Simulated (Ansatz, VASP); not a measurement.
**MgO: VASP beside Ansatz**

```
Mg O
1.0
     0.00000    2.10217    2.10217
     2.10217    0.00000    2.10217
     2.10217    2.10217    0.00000
Mg O
1 1
Direct
  0.00000 0.00000 0.00000
  0.50000 0.50000 0.50000
```

Alike in both runs: task single point; functional PBE; k mesh 10 × 10 × 10; occupations fermi-dirac, width 0.02 eV; no spin polarisation.

|  | VASP | Ansatz |
| --- | --- | --- |
| version | VASP 6.6.1 | Ansatz 0.2.0 |
| potentials or method | VASP PAW PBE potentials, release 64 (Mg, O) | plane waves, PAW |
| plane-wave cutoff (eV) | 520 | 420 |
| valence electrons in the cell | 8 | 16 |

```tsv
	VASP	Ansatz	Ansatz less VASP
gap on the k mesh at the Fermi level (eV)	4.78	4.80	+0.017
pressure (GPa)	4.9	5.6	+0.73
```

VASP's potentials hold 8 valence electrons a cell and Ansatz's 16, so a difference there can come from the potentials and not from the codes.
